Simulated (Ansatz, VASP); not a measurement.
# BeTe: VASP beside Ansatz

File INCAR:

```
SYSTEM = BeTe
PREC = Accurate
ENCUT = 600
EDIFF = 1E-6
ISMEAR = 0
SIGMA = 0.01
LREAL = .FALSE.
LASPH = .TRUE.
NELM = 120
ALGO = Normal
ISIF = 2
LWAVE = .FALSE.
LCHARG = .FALSE.
GGA = PE
NBANDS = 11
GGA_COMPAT = .FALSE.
```

File KPOINTS:

```
regular mesh
0
G
  6 6 6
  0 0 0
```

The input POSCAR:

```
BeTe
1.0
    0.0000000000      2.8874154146      2.8874154146
    2.8874154146      0.0000000000      2.8874154146
    2.8874154146      2.8874154146      0.0000000000
Be Te
1 1
Direct
    0.0000000000      0.0000000000      0.0000000000
    0.2500000000      0.2500000000      0.2500000000
```

Input for Ansatz:

```yaml
crystal:
  lattice:
    - [0.0, 2.8874154146, 2.8874154146]
    - [2.8874154146, 0.0, 2.8874154146]
    - [2.8874154146, 2.8874154146, 0.0]
  atoms:
    - { symbol: Be, position: [0.0, 0.0, 0.0] }
    - { symbol: Te, position: [0.25, 0.25, 0.25] }
kpoints:
  mp_grid: { grid: [6, 6, 6] }
hamiltonian:
  xc: pbe
scf:
  occupations: { method: fixed }
  n_extra_bands: 4
output:
  forces: true
  stress: true
  eigenvalues: true
```

Alike in both runs: task single point; functional PBE; k mesh 6 × 6 × 6; no spin polarisation.

|  | VASP | Ansatz |
| --- | --- | --- |
| version | VASP 6.6.1 | Ansatz 0.2.0 |
| potentials or method | VASP PAW PBE potentials, release 64 (Be, Te) | plane waves, PAW |
| plane-wave cutoff (eV) | 600 | 420 |
| occupations | gaussian, width 0.01 eV | fixed |
| valence electrons in the cell | 8 | 18 |

```csv
,VASP,Ansatz,Ansatz less VASP
gap on the k mesh at the Fermi level (eV),2.15,2.16,+0.012
pressure (GPa),-2.8,-2.9,-0.10
```

VASP's potentials hold 8 valence electrons a cell and Ansatz's 18, so a difference there can come from the potentials and not from the codes.

Spin-orbit coupling is off throughout.
